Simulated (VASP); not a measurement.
A run of VASP 6.6.1 is set up as follows.

INCAR

```
PREC     = Accurate       # precision mode
ENCUT    = 520            # plane-wave cutoff, eV
EDIFF    = 1E-7           # SCF threshold, eV
ISMEAR   = -1             # smearing method
SIGMA    = 0.05           # smearing width, eV
LREAL    = False          # projectors in reciprocal space
LASPH    = True           # aspherical terms in the spheres
NELM     = 100            # most SCF steps
ALGO     = Normal         # electronic algorithm
ISIF     = 2              # what is computed and relaxed
LWAVE    = False          # write WAVECAR
LCHARG   = False          # write CHGCAR
NBANDS   = 12             # bands
```

KPOINTS

```
regular mesh
0
Gamma
  17 17 17
```

POSCAR

```
Sc
1.0
   -1.3665911155      1.3665911155      1.3665911155
    1.3665911155     -1.3665911155      1.3665911155
    1.3665911155      1.3665911155     -1.3665911155
Sc
1
Direct
    0.0000000000      0.0000000000      0.0000000000
```

Potentials or basis: VASP PAW LDA potentials, release 64 (Sc_sv).

Launch:

```bash
$ cat potpaw_LDA.64/Sc_sv/POTCAR > POTCAR
$ mpirun -np 1 vasp_std > vasp.out
```

Question: Estimate the pressure.

Answer: 138.8 GPa.
